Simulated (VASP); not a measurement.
## Si: single point with LDA

The system is Si.

```
CELL_PARAMETERS angstrom
-1.62905 1.62905 1.31730
1.62905 -1.62905 1.31730
1.62905 1.62905 -1.31730
ATOMIC_POSITIONS crystal
Si 0.98158 0.97919 0.01654
```

- Program: VASP 6.6.1
- Task: single point
- Functional: LDA
- Potentials or basis: VASP PAW LDA potentials, release 64 (Si)
- Cutoff: 520 eV
- k mesh: 7 × 7 × 7
- Occupations: fermi-dirac, width 0.2 eV
- Spin: no spin polarisation

| Quantity | Value |
| --- | --- |
| Pressure | 0.1 GPa |
| Band gap on the k mesh | zero (band 2 reaches 20.08 eV, above the bottom of band 3 at 7.38 eV) |

Stress tensor (GPa, compression positive):
```
 1.48  0.00  0.00
 0.00  1.48  0.00
 0.00  0.00 -2.57
```

Levels at points of the mesh, in eV from the Fermi level:
```tsv
k point	band 1	band 2	band 3	band 4	band 5	band 6
(0.00, 0.00, 0.00)	-14.85	9.37	9.81	9.81	12.75	13.56
```

It took 6.9 s on 1 thread of AMD EPYC 7R13, on a shared host, peak memory 0.08 GiB.

Caveat: the k points lie up to 0.44 Å⁻¹ apart.
